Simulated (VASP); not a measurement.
# O: density of states with PBEsol

The system is O.

```
O
1.0
     0.00000    2.16960    2.16960
     2.16960    0.00000    2.16960
     2.16960    2.16960    0.00000
O
2
Direct
  0.87500 0.87500 0.87500
  0.12500 0.12500 0.12500
```

| Property | Result |
| --- | --- |
| Program | VASP 6.6.1 |
| Task | density of states |
| Functional | PBEsol |
| Potentials or basis | VASP PAW PBE potentials, release 64 (O) |
| Cutoff | 520 eV |
| k mesh | 14 × 14 × 14 |
| Occupations | fermi-dirac, width 0.08 eV |
| Spin | no spin polarisation |
| Dipole correction | no |
| k mesh for the DOS | 21 × 21 × 21 |
| Occupations for the DOS | tetrahedron |
| Further INCAR settings | ALGO = Normal; EDIFF = 1e-06; NBANDS = 13 |

```json
{"Valence electrons inside the program's atomic spheres": "O 4.59"}
```

Levels at points of the mesh, in eV from the Fermi level:
| k point | band 4 | band 5 | band 6 | band 7 | band 8 | band 9 |
| --- | --- | --- | --- | --- | --- | --- |
| (0.00, 0.00, 0.00) | -3.98 | -3.98 | -0.70 | -0.70 | -0.70 | 9.70 |

Run time: 42 s on 1 thread of Intel(R) Xeon(R) Platinum 8375C CPU @ 2.90GHz (Ice Lake), on a shared host, peak memory 0.17 GiB.
